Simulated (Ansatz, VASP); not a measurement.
One calculation of C, two programs

```
CELL_PARAMETERS angstrom
0.00000 1.91715 1.78340
1.91715 0.00000 1.78340
1.91715 1.91715 0.00000
ATOMIC_POSITIONS crystal
C 0.50000 0.50000 0.50000
C 0.75000 0.75000 0.75000
```

Change from the starting cell: strain +0.0750 x Voigt [1, 1, 0, 0, 0, 0], atoms carried along.

Alike in both runs: task single point; functional r2SCAN; k mesh 12 × 12 × 12; occupations gaussian, width 0.05 eV; no spin polarisation.

|  | VASP | Ansatz |
| --- | --- | --- |
| version | VASP 6.6.1 | Ansatz 0.2.0 |
| potentials or method | VASP PAW PBE potentials, release 64 (C), cutoff 520 eV | scalar-relativistic, plane waves, PAW |
| valence electrons in the cell | 8 | 8 |

|  | VASP | Ansatz | Ansatz less VASP |
| --- | --- | --- | --- |
| gap on the k mesh at the Fermi level (eV) | 2.32 | 2.35 | +0.022 |
| least direct gap on the mesh (eV) | 4.25 | 4.28 | +0.033 |
| pressure (GPa) | -50.2 | -50.8 | -0.66 |
| traceless stress, the component that is largest in VASP (GPa) | 37.04 | 37.09 | +0.053 |

VASP's potentials were made for PBE, not for r2SCAN. Both programs put the cell under strong tension, so it lies far from rest at this level. The functional is the same, so the differences come from potentials, cutoffs and numerics.

Noted on VASP's run: the cell as given lies far from equilibrium.
